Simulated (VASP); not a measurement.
# NaI (Fm-3m) in VASP: further runs, part 2 of 3

VASP 6.6.1. The steps go on from the part before.

**3. Single point, PBE**

This run uses another cell than the first one, of 33.69 Å³/atom, 1.111 times its volume.

The input, INCAR:

```
PREC     = Accurate       # precision mode
ENCUT    = 500            # plane-wave cutoff, eV
EDIFF    = 1E-6           # SCF threshold, eV
ISMEAR   = 0              # smearing method
SIGMA    = 0.01           # smearing width, eV
LREAL    = F              # projectors in reciprocal space
LASPH    = T              # aspherical terms in the spheres
NELM     = 120            # most SCF steps
ALGO     = Normal         # electronic algorithm
ISIF     = 2              # what is computed and relaxed
LWAVE    = F              # write WAVECAR
LCHARG   = F              # write CHGCAR
GGA      = PE             # functional
NBANDS   = 14             # bands
GGA_COMPAT= F
```

The input, KPOINTS:

```
Automatic mesh
0
Gamma
  4 4 4
```

The input, POSCAR:

```
NaI
1.0
    0.0000000000      3.2296804382      3.2296804382
    3.2296804382      0.0000000000      3.2296804382
    3.2296804382      3.2296804382      0.0000000000
Na I
1 1
Direct
    0.0000000000      0.0000000000      0.0000000000
    0.5000000000      0.5000000000      0.5000000000
```

Potentials or basis: VASP PAW PBE potentials, release 64 (Na_pv, I).

Launch:

```sh
$ cat potpaw_PBE.64/Na_pv/POTCAR potpaw_PBE.64/I/POTCAR > POTCAR
$ mpirun -np 1 vasp_std > vasp.out
```

OUTCAR:

```text
PREC = Accurate
   ENCUT = 500
   EDIFF = 1E-6
   ISMEAR = 0
   LREAL = F
   LASPH = T
   NELM = 120
   ISIF = 2
   GGA = PE

 ion  position               nearest neighbor table
   1  0.000  0.000  0.000-
   2  0.500  0.500  0.500-

  LATTYP: Found a face centered cubic cell.
 ALAT       =     6.4593608764

  Lattice vectors:

 A1 = (   0.0000000000,   3.2296804382,   3.2296804382)
 A2 = (   3.2296804382,   0.0000000000,   3.2296804382)
 A3 = (   3.2296804382,   3.2296804382,   0.0000000000)

Analysis of symmetry for initial positions (statically):
=====================================================================
 Subroutine PRICEL returns:
 Original cell was already a primitive cell.

 Routine SETGRP: Setting up the symmetry group for a
 face centered cubic supercell.

 Subroutine GETGRP returns: Found 48 space group operations
 (whereof 48 operations were pure point group operations)
 out of a pool of 48 trial point group operations.

The static configuration has the point symmetry O_h .

Analysis of symmetry for dynamics (positions and initial velocities):
=====================================================================
 Subroutine PRICEL returns:
 Original cell was already a primitive cell.

 Routine SETGRP: Setting up the symmetry group for a
 face centered cubic supercell.

 Subroutine GETGRP returns: Found 48 space group operations
 (whereof 48 operations were pure point group operations)
 out of a pool of 48 trial point group operations.

The dynamic configuration has the point symmetry O_h .

 Subroutine INISYM returns: Found 48 space group operations
 (whereof 48 operations are pure point group operations),
 and found     1 'primitive' translations

----------------------------------------------------------------------------------------

                                     Primitive cell

  volume of cell :      67.3765

  direct lattice vectors                    reciprocal lattice vectors
     0.000000000  3.229680438  3.229680438    -0.154814078  0.154814078  0.154814078
     3.229680438  0.000000000  3.229680438     0.154814078 -0.154814078  0.154814078
     3.229680438  3.229680438  0.000000000     0.154814078  0.154814078 -0.154814078

  length of vectors
     4.567457878  4.567457878  4.567457878     0.268145849  0.268145849  0.268145849

  position of ions in fractional coordinates (direct lattice)
     0.000000000  0.000000000  0.000000000
     0.500000000  0.500000000  0.500000000

  ion indices of the primitive-cell ions
   primitive index   ion index
                 1           1
                 2           2

----------------------------------------------------------------------------------------

 KPOINTS: Automatic mesh

Automatic generation of k-mesh.
 Grid dimensions read from file:
 generate k-points for:    4    4    4

 Generating k-lattice:

  Cartesian coordinates                     Fractional coordinates (reciprocal lattice)
    -0.038703520  0.038703520  0.038703520     0.250000000  0.000000000  0.000000000
     0.038703520 -0.038703520  0.038703520     0.000000000  0.250000000  0.000000000
     0.038703520  0.038703520 -0.038703520     0.000000000  0.000000000  0.250000000

  Length of vectors
     0.067036462  0.067036462  0.067036462

  Shift w.r.t. Gamma in fractional coordinates (k-lattice)
     0.000000000  0.000000000  0.000000000

 Subroutine IBZKPT returns following result:
 ===========================================

 Found      8 irreducible k-points:

 Following reciprocal coordinates:
            Coordinates               Weight
  0.000000  0.000000  0.000000      1.000000
  0.250000  0.000000  0.000000      8.000000
  0.500000  0.000000  0.000000      4.000000
  0.250000  0.250000  0.000000      6.000000
  0.500000  0.250000  0.000000     24.000000
 -0.250000  0.250000  0.000000     12.000000
  0.500000  0.500000  0.000000      3.000000
 -0.250000  0.500000  0.250000      6.000000
   k-points           NKPTS =      8   k-points in BZ     NKDIM =      8   number of bands    NBANDS=     14
   number of dos      NEDOS =    301   number of ions     NIONS =      2
   total plane-waves  NPLWV =  46656
   dimension x,y,z NGX =    36 NGY =   36 NGZ =   36
   dimension x,y,z NGXF=    72 NGYF=   72 NGZF=   72
   ions per type =               1   1
   NGX,Y,Z   is equivalent  to a cutoff of  13.10, 13.10, 13.10 a.u.
   NGXF,Y,Z  is equivalent  to a cutoff of  26.21, 26.21, 26.21 a.u.
 SYSTEM =  unknown system
   PREC   = accura    normal or accurate (medium, high low for compatibility)
   ISTART =      0    job   : 0-new  1-cont  2-samecut
   ICHARG =      2    charge: 1-file 2-atom 10-const
   ISPIN  =      1    spin polarized calculation?
   LNONCOLLINEAR =      F non collinear calculations
   LSORBIT =      F    spin-orbit coupling
   LASPH  =      T    aspherical Exc in radial PAW
   ENCUT  =  500.0 eV  36.75 Ry    6.06 a.u.   8.33  8.33  8.33*2*pi/ulx,y,z
   NELM   =    120;   NELMIN=  2; NELMDL= -5     # of ELM steps
   EDIFF  = 0.1E-05   stopping-criterion for ELM
   LREAL  =      F    real-space projection
   EDIFFG = 0.1E-04   stopping-criterion for IOM
   NSW    =      0    number of steps for IOM
   IBRION =     -1    ionic relax: 0-MD 1-quasi-New 2-CG
   NFREE  =      0    steps in history (QN), initial steepest desc. (CG)
   ISIF   =      2    stress and relaxation
   ISYM   =      2    0-nonsym 1-usesym 2-fastsym
   POTIM  = 0.5000    time-step for ionic-motion
   TEBEG  =    0.0;   TEEND  =   0.0 temperature during run
   PSTRESS=    0.0 pullay stress
   NELECT =      14.0000    total number of electrons
   NUPDOWN=      -1.0000    fix difference up-down
   EMIN   =  10.00;   EMAX   =-10.00  energy-range for DOS
   EFERMI =   0.00;   METHOD = LEGACY
   ISMEAR =     0;   SIGMA  =   0.01  broadening in eV -4-tet -1-fermi 0-gaus
   EFERMI_NEDOS =   21; number of points for ismear=-14 and -15
   IALGO  =     38    algorithm
   IMIX   =      4    mixing-type and parameters
     AMIX     =   0.40;   BMIX     =  1.00
     AMIX_MAG =   1.60;   BMIX_MAG =  1.00
  volume/ion in A,a.u.               =      33.69       227.34
  Fermi-wavevector in a.u.,A,eV,Ry     =   0.969649  1.832371 12.792463  0.940219
  Thomas-Fermi vector in A             =   2.099719
   LORBIT       =      0    0 simple, 1 ext, 2 COOP (PROOUT), +10 PAW based schemes
   GGA     = PE    functional components
   LHFCALC =     F    Hartree Fock is set to
   AEXX    =    0.0000 exact exchange contribution
   IVDW    =     0    specifies the selected vdW correction
   LEPSILON=     F    determine dielectric tensor
   LRPA    =     F    only Hartree local field effects (RPA)
 non-spin polarized calculation
 Gauss-broadening in eV      SIGMA  =   0.01
  energy-cutoff  :      500.00
  volume of cell :       67.38
 maximum number of plane-waves:      1724
 NGX is ok and might be reduce to    36
   NGX = 17   NGY = 17   NGZ = 17

 number of electron      13.9999994 magnetization

 Free energy of the ion-electron system (eV)
  ---------------------------------------------------
  ext. energy  EPLUGINS =         0.00000000
  ---------------------------------------------------
  free energy    TOTEN  =        -5.37793251 eV

  energy without entropy =       -5.37793251  energy(sigma->0) =       -5.37793251

 E-fermi :   0.8994     XC(G=0):  -7.7277

 val. band max:        0.8549411534   @ k =   0.0000   0.0000   0.0000
 cond. band min:       4.5100947298   @ k =   0.0000   0.0000   0.0000
 fundamental gap:      3.6551535764
 Fermi energy:         0.8993584884

 k-point     1 :       0.0000    0.0000    0.0000
  band No.  band energies     occupation
      1     -21.5858      2.00000
      2     -21.5858      2.00000
      3     -21.5858      2.00000
      4     -10.1775      2.00000
      5       0.8549      2.00000
      6       0.8549      2.00000
      7       0.8549      2.00000
      8       4.5101      0.00000
      9       8.7823      0.00000
     10       8.7823      0.00000
     11       8.7823      0.00000
     12      10.6104      0.00000
     13      10.6104      0.00000
     14      11.2931      0.00000
[... 105 lines left out ...]
      1     -21.5887      2.00000
      2     -21.5887      2.00000
      3     -21.5877      2.00000
      4      -9.7703      2.00000
      5      -0.5669      2.00000
      6      -0.5669      2.00000
      7      -0.0882      2.00000
      8       6.6883      0.00000
      9       8.3412      0.00000
     10       8.3412      0.00000
     11       8.7772      0.00000
     12      12.8667      0.00000
     13      12.8667      0.00000
     14      13.5871      0.00000

------------------------ aborting loop because EDIFF is reached ----------------------------------------

  FORCE on cell =-STRESS in cart. coord.  units (eV):
  Direction    XX          YY          ZZ          XY          YZ          ZX
  --------------------------------------------------------------------------------------
  -------------------------------------------------------------------------------------
  Total        0.2511981      0.2511981      0.2511981      0.0000000      0.0000000     -0.0000000
  in kB        5.9733544      5.9733544      5.9733544      0.0000000      0.0000000     -0.0000000
  external PRESSURE =       5.9733544 kB  Pullay stress =       0.0000000 kB

 VOLUME and BASIS-vectors are now :
 -----------------------------------------------------------------------------
  energy-cutoff  :      500.00
  volume of cell :       67.38
      direct lattice vectors                 reciprocal lattice vectors
     0.000000000  3.229680438  3.229680438    -0.154814078  0.154814078  0.154814078
     3.229680438  0.000000000  3.229680438     0.154814078 -0.154814078  0.154814078
     3.229680438  3.229680438  0.000000000     0.154814078  0.154814078 -0.154814078

 POSITION                                       TOTAL-FORCE (eV/Angst)
 -----------------------------------------------------------------------------------
      0.00000      0.00000      0.00000         0.000000      0.000000     -0.000000
      3.22968      3.22968      3.22968        -0.000000     -0.000000      0.000000
 -----------------------------------------------------------------------------------
    total drift:                                0.000000      0.000000      0.000000

  FREE ENERGIE OF THE ION-ELECTRON SYSTEM (eV)
  ---------------------------------------------------
  free  energy   TOTEN  =        -5.3779325052 eV

  energy  without entropy=       -5.3779325052  energy(sigma->0) =       -5.37793251
```

Wall time 4.1 s (1 thread of Intel Xeon 6975P-C (Granite Rapids), shared host); peak memory 0.2 GiB.

Results:

- Free energy: -5.3779 eV
- Pressure: 0.6 GPa
- Band gap on the k mesh: 3.66 eV, direct

Caveat: the k points lie up to 0.42 Å⁻¹ apart; spin-orbit coupling is left out, which moves the levels of the heavy elements. As with any semilocal functional, this PBE gap is likely too small.

**4. Single point, PBE (volume changed by -5%)**

The input, INCAR:

```
SYSTEM = NaI
PREC = Accurate
ENCUT = 500
EDIFF = 1E-6
ISMEAR = 0
SIGMA = 0.01
LREAL = .False.
LASPH = .True.
NELM = 120
ALGO = Normal
ISIF = 2
LWAVE = .False.
LCHARG = .True.
GGA = PE
LELF = .True.
LVHAR = .True.
NBANDS = 14
GGA_COMPAT = .False.
```

The input, KPOINTS:

```
Automatic mesh
0
Gamma
  4 4 4
  0 0 0
```

The input, POSCAR:

```
NaI
1.0
    0.0000000000      3.1749295146      3.1749295146
    3.1749295146      0.0000000000      3.1749295146
    3.1749295146      3.1749295146      0.0000000000
Na I
1 1
Direct
    0.0000000000      0.0000000000      0.0000000000
    0.5000000000      0.5000000000      0.5000000000
```

Potentials or basis: VASP PAW PBE potentials, release 64 (Na_pv, I).

Launch:

```sh
$ cat potpaw_PBE.64/Na_pv/POTCAR potpaw_PBE.64/I/POTCAR > POTCAR
$ mpirun -np 1 vasp_std > vasp.out
```

OUTCAR:

```text
SYSTEM = NaI
   PREC = Accurate
   ENCUT = 500
   EDIFF = 1E-6
   ISMEAR = 0
   LREAL = .False.
   LASPH = .True.
   NELM = 120
   ISIF = 2
   GGA = PE

 ion  position               nearest neighbor table
   1  0.000  0.000  0.000-   2 3.17   2 3.17   2 3.17   2 3.17   2 3.17   2 3.17
   2  0.500  0.500  0.500-   1 3.17   1 3.17   1 3.17   1 3.17   1 3.17   1 3.17

  LATTYP: Found a face centered cubic cell.
 ALAT       =     6.3498590292

  Lattice vectors:

 A1 = (   0.0000000000,   3.1749295146,   3.1749295146)
 A2 = (   3.1749295146,   0.0000000000,   3.1749295146)
[... 304 lines left out ...]

  FORCE on cell =-STRESS in cart. coord.  units (eV):
  Direction    XX          YY          ZZ          XY          YZ          ZX
  --------------------------------------------------------------------------------------
  -------------------------------------------------------------------------------------
  Total        0.6504922      0.6504922      0.6504922      0.0000000     -0.0000000      0.0000000
  in kB       16.2824751     16.2824751     16.2824751      0.0000000     -0.0000000      0.0000000
  external PRESSURE =      16.2824751 kB  Pullay stress =       0.0000000 kB

 VOLUME and BASIS-vectors are now :
 -----------------------------------------------------------------------------
  energy-cutoff  :      500.00
  volume of cell :       64.01
      direct lattice vectors                 reciprocal lattice vectors
     0.000000000  3.174929515  3.174929515    -0.157483811  0.157483811  0.157483811
     3.174929515  0.000000000  3.174929515     0.157483811 -0.157483811  0.157483811
     3.174929515  3.174929515  0.000000000     0.157483811  0.157483811 -0.157483811

 POSITION                                       TOTAL-FORCE (eV/Angst)
 -----------------------------------------------------------------------------------
      0.00000      0.00000      0.00000        -0.000000      0.000000      0.000000
      3.17493      3.17493      3.17493         0.000000     -0.000000     -0.000000
 -----------------------------------------------------------------------------------
    total drift:                                0.000000      0.000000      0.000000

  FREE ENERGIE OF THE ION-ELECTRON SYSTEM (eV)
  ---------------------------------------------------
  free  energy   TOTEN  =        -5.3549114890 eV

  energy  without entropy=       -5.3549114890  energy(sigma->0) =       -5.35491149
```

stdout:

```text
POSCAR found type information on POSCAR NaI
 POSCAR found :  2 types and       2 ions
 scaLAPACK will be used
 LDA part: xc-table for (Slater+PW92), standard interpolation
 POSCAR, INCAR and KPOINTS ok, starting setup
 FFT: planning ... GRIDC
 FFT: planning ... GRID_SOFT
 FFT: planning ... GRID
 WAVECAR not read
 entering main loop
```

It took 5 s on 1 thread of Intel Xeon 6975P-C (Granite Rapids), shared host; peak memory 0.19 GiB.

What came out:

```
Free energy            : -5.3549 eV
Pressure               : 1.6 GPa
Band gap on the k mesh : 3.80 eV, direct
```

Levels at points of the mesh, in eV from the valence-band top:
```
           k point  band 3  band 4  band 5  band 6  band 7  band 8  band 9  band 10  band 11  band 12
(0.00, 0.00, 0.00)  -22.39  -11.17    0.00    0.00    0.00    3.80    7.92     7.92     7.92     9.84
(0.50, 0.00, 0.00)  -22.39  -10.80   -2.39   -0.32   -0.32    5.10    7.49     7.49     9.16    10.45
(0.50, 0.50, 0.00)  -22.39  -10.71   -2.10   -0.82   -0.82    4.53    5.44    10.25    11.65    11.65
```

Caveat: the k points lie up to 0.43 Å⁻¹ apart; the cell differs from its parent crystal (volume changed by -5%); spin-orbit coupling is left out, which moves the levels of the heavy elements.

(Part 2 of 3 ends here.)
